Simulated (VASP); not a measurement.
Here is a VASP 6.6.1 calculation.

File POSCAR:

```
SiC
1.0
    4.3480000000      0.0000000000      0.0000000000
    0.0000000000      2.1740000000     -2.1740000000
    0.0000000000      7.2291067812      7.2291067812
Si C
6 6
Direct
    0.0000000000      0.0000000000      0.8269889325
    0.5000000000      0.5000000000      0.0751671426
    0.0000000000      0.0000000000      0.2255315006
    0.5000000000      0.5000000000      0.3758958585
    0.0000000000      0.0000000000      0.5262602165
    0.5000000000      0.5000000000      0.6766245745
    0.7500000000      0.0000000000      0.3758958585
    0.2500000000      0.5000000000      0.5262602165
    0.7500000000      0.0000000000      0.6766245745
    0.2500000000      0.5000000000      0.8269889325
    0.7500000000      0.0000000000      0.0751671426
    0.2500000000      0.5000000000      0.2255315006
```

Contents of INCAR.step1:

```
PREC     = Accurate       # precision mode
ENCUT    = 520            # plane-wave cutoff, eV
ISMEAR   = 0              # smearing method
SIGMA    = 0.05           # smearing width, eV
LREAL    = F              # projectors in reciprocal space
LASPH    = T              # aspherical terms in the spheres
NELM     = 80             # most SCF steps
NBANDS   = 36             # bands
GGA      = PE             # functional
ALGO     = Normal         # electronic algorithm
EDIFF    = 1E-4           # SCF threshold, eV
LWAVE    = T              # write WAVECAR
LCHARG   = F              # write CHGCAR
```

Contents of INCAR.step2:

```
PREC     = Accurate       # precision mode
ENCUT    = 520            # plane-wave cutoff, eV
EDIFF    = 1E-6           # SCF threshold, eV
ISMEAR   = 0              # smearing method
SIGMA    = 0.05           # smearing width, eV
LREAL    = F              # projectors in reciprocal space
LASPH    = T              # aspherical terms in the spheres
NELM     = 80             # most SCF steps
ALGO     = Normal         # electronic algorithm
ISIF     = 2              # what is computed and relaxed
LWAVE    = F              # write WAVECAR
LCHARG   = F              # write CHGCAR
METAGGA  = R2SCAN         # meta-GGA
LMIXTAU  = T            
NBANDS   = 36             # bands
ISTART   = 1
```

File KPOINTS:

```
Automatic mesh
0
Gamma
  6 9 3
```

Potentials or basis: VASP PAW PBE potentials, release 64 (Si, C).

Run with:

```sh
$ cat potpaw_PBE.64/Si/POTCAR potpaw_PBE.64/C/POTCAR > POTCAR
$ cp INCAR.step1 INCAR
$ mpirun -np 1 vasp_std > vasp.out
$ cp INCAR.step2 INCAR
$ mpirun -np 1 vasp_std > vasp.out
```

Estimate the band gap on the k mesh.

1.16 eV (least direct gap 1.23 eV).

What does it give for the largest force?

2.110 eV/Å.

Estimate the pressure.

-6.0 GPa.

Forces on the atoms (eV/Å):
```
Si   1.696  0.887  0.887
Si   1.696 -0.887 -0.887
Si  -0.136 -0.543 -0.543
Si   0.237 -0.022 -0.022
Si   0.237  0.022  0.022
Si  -0.136  0.543  0.543
C   -0.114  0.148  0.148
C   -0.114 -0.148 -0.148
C   -0.552  0.336  0.336
C   -1.131  1.114  1.114
C   -1.131 -1.114 -1.114
C   -0.552 -0.336 -0.336
```

Caveat: the cell differs from its parent crystal (the distance across one plane changed); the stress differs along the axes, from -8 to -2 GPa; the PAW data sets were made with another functional, which shifts forces and pressure a little. A k mesh can miss the band edges.
